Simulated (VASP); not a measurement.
Write the native input for VASP 6.6.1 that does the following.

```
Task                   : single point
Functional             : PBE
Potentials or basis    : VASP PAW PBE potentials, release 64 (B, N)
Cutoff                 : 520 eV
k mesh                 : 8 × 8 × 8
Occupations            : gaussian, width 0.01 eV
Spin                   : no spin polarisation
Dipole correction      : no
Further INCAR settings : ALGO = Normal; EDIFF = 1e-06; NBANDS = 11
```

The structure of BN lies in POSCAR:

```
BN
1.0
    0.0000000000      1.7283676756      1.7283676756
    1.7283676756      0.0000000000      1.7283676756
    1.7283676756      1.7283676756      0.0000000000
B N
1 1
Direct
    0.0000000000      0.0000000000      0.0000000000
    0.5000000000      0.5000000000      0.5000000000
```

This cell differs from its parent crystal: strain -1.0%.

These files were run (other wordings do the same):

INCAR

```
SYSTEM = BN
  PREC = Accurate
  ENCUT = 520
  EDIFF = 1E-6
  ISMEAR = 0
  SIGMA = 0.01
  LREAL = .False.
  LASPH = .True.
  NELM = 60
  ALGO = Normal
  ISIF = 2
  LWAVE = .False.
  LCHARG = .False.
  GGA = PE
  NBANDS = 11
```

KPOINTS

```
Automatic mesh
0
Gamma
  8 8 8
  0 0 0
```

Potentials or basis: VASP PAW PBE potentials, release 64 (B, N).

Run with:

```bash
$ cat potpaw_PBE.64/B/POTCAR potpaw_PBE.64/N/POTCAR > POTCAR
$ mpirun -np 1 vasp_std > vasp.out
```

It gave:

```yaml
Pressure: 16.5 GPa
Band_gap_on_the_k_mesh: 1.57 eV (least direct gap 5.96 eV)
```

Caveat: the cell differs from its parent crystal (strain -1.0%); the cell stands under pressure.

Run time: 5.7 s on 1 thread of AMD EPYC 7R13, with other jobs on the host, peak memory 0.08 GiB.
